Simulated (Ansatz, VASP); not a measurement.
## One calculation of TaC3, two programs

```xyz
4
Lattice="4.0573 0.0000 0.0000 0.0000 4.0573 0.0000 0.0000 0.0000 4.0573" Properties=species:S:1:pos:R:3 pbc="T T T"
Ta    2.0286    2.0286    2.0286
C     0.0000    2.0286    2.0286
C     2.0286    0.0000    2.0286
C     2.0286    2.0286    0.0000
```

Alike in both runs: task relaxation of cell and atoms; functional PBE; k mesh 4 × 4 × 4; occupations gaussian, width 0.1 eV; no spin polarisation.

```csv
,VASP,Ansatz
version,VASP 6.6.1,Ansatz 0.2.0
potentials or method,"VASP PAW PBE potentials, release 64 (Ta_pv, C), cutoff 600 eV","scalar-relativistic, plane waves, PAW"
valence electrons in the cell,23,25
```

```csv
,VASP,Ansatz,Ansatz less VASP
"gap on the k mesh at the Fermi level, each at its own relaxed structure (eV)",none,none,-
relaxed volume (Å³/atom),18.43,18.35,-0.083
relaxed length of the cell vector where the two differ most in proportion (Å),4.193,4.187,-0.0063
```

A gap of «none» marks a metal or a gap that the smearing closes. VASP's potentials hold 23 valence electrons a cell and Ansatz's 25, so a difference there can come from the potentials and not from the codes.

The k mesh is coarse, so the values compare programs but aren't converged. Spin-orbit coupling is off throughout.
